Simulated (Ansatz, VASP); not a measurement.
## Two plane-wave programs on Zr2B3

```
Zr B
1.0
     1.72681    0.99697    6.29197
    -1.72681    0.99697    6.29197
     0.00000   -1.99395    6.29197
Zr B
2 3
Cartesian
  0.0000 0.0000 7.5386
  0.0000 0.0000 11.3373
  -0.8634 0.4985 3.1460
  0.0000 -0.9970 3.1460
  0.8634 0.4985 3.1460
```

Change from the starting cell: the structure that the rattled cell fell into.

Alike in both runs: functional PBE; k mesh 12 × 12 × 12; occupations gaussian, width 0.1 eV; no spin polarisation.

Ansatz relaxed the structure, and its values are those at the end. VASP's run is a single point on that final structure, the one shown.

|  | VASP | Ansatz |
| --- | --- | --- |
| version | VASP 6.6.1 | Ansatz 0.2.0 |
| potentials or method | VASP PAW PBE potentials, release 64 (Zr_sv, B), cutoff 520 eV | scalar-relativistic, plane waves, PAW |
| valence electrons in the cell | 33 | 33 |

Ansatz gave:

- gap on the k mesh at the Fermi level (eV): none
- pressure (GPa): 0.0
- rms of the force components (eV/Å): 0.001

Q: Which values does VASP return?

A: gap on the k mesh at the Fermi level (eV): none; pressure (GPa): 0.0; rms of the force components (eV/Å): 0.004.

A gap of «none» marks a metal or a gap that the smearing closes.
